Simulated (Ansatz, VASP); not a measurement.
One calculation of CsH, two programs

The input POSCAR:

```
CsH
1.0
    0.0000000000      3.1880000000      3.1880000000
    3.1880000000      0.0000000000      3.1880000000
    3.1880000000      3.1880000000      0.0000000000
Cs H
1 1
Direct
   -0.0784190715     -0.0784190715      0.0784190715
    0.5000000000      0.5000000000      0.5000000000
```

INCAR.step1

```
SYSTEM = CsH
ALGO = Normal ; EDIFF = 1E-4
ENCUT = 520 ; GGA = PE
ISMEAR = 0 ; LASPH = .True.
LCHARG = .False. ; LREAL = .False.
LWAVE = .True. ; NBANDS = 12
NELM = 80 ; PREC = Accurate
SIGMA = 0.05
```

Contents of INCAR.step2:

```
SYSTEM = CsH
ALGO = Normal ; EDIFF = 1E-6
ENCUT = 520 ; ISIF = 2
ISMEAR = 0 ; ISTART = 1
LASPH = .True. ; LCHARG = .False.
LMIXTAU = .True. ; LREAL = .False.
LWAVE = .False. ; METAGGA = R2SCAN
NBANDS = 12 ; NELM = 80
PREC = Accurate ; SIGMA = 0.05
```

File KPOINTS:

```
k-points
0
Gamma
  6 6 6
  0 0 0
```

Input for Ansatz:

```yaml
crystal:
  lattice:
    - [0.0, 3.188, 3.188]
    - [3.188, 0.0, 3.188]
    - [3.188, 3.188, 0.0]
  atoms:
    - { symbol: Cs, position: [-0.0784190715, -0.0784190715, 0.0784190715] }
    - { symbol: H, position: [0.5, 0.5, 0.5] }
basis:
  ecutwfc: 500
kpoints:
  mp_grid: { grid: [6, 6, 6] }
hamiltonian:
  xc: r2scan
scf:
  occupations: { method: gaussian, width: 0.05 }
output:
  forces: true
  stress: true
  eigenvalues: true
```

Change from the starting cell: all Cs atoms moved -0.500 Å, as atom 1 along Cartesian [0 0 1].

Alike in both runs: task single point; functional r2SCAN; k mesh 6 × 6 × 6; occupations gaussian, width 0.05 eV; no spin polarisation.

```csv
,VASP,Ansatz
version,VASP 6.6.1,Ansatz 0.2.0
potentials or method,"VASP PAW PBE potentials, release 64 (Cs_sv, H), cutoff 520 eV","scalar-relativistic, plane waves, PAW"
valence electrons in the cell,10,10
```

|  | VASP | Ansatz | Ansatz less VASP |
| --- | --- | --- | --- |
| gap on the k mesh at the Fermi level (eV) | 2.84 | 2.85 | +0.014 |
| least direct gap on the mesh (eV) | 2.84 | 2.85 | +0.014 |
| pressure (GPa) | 0.7 | 0.6 | -0.03 |
| traceless stress, the component that is largest in VASP (GPa) | 1.85 | 1.81 | -0.036 |
| rms of the force components (eV/Å) | 0.281 | 0.276 | -0.0046 |

VASP's potentials were made for PBE, not for r2SCAN. Atom by atom the forces differ by 0.005 eV/Å (rms over components). With one functional, cell and mesh, what is left measures potentials, basis and numerics.

Spin-orbit coupling is off throughout.
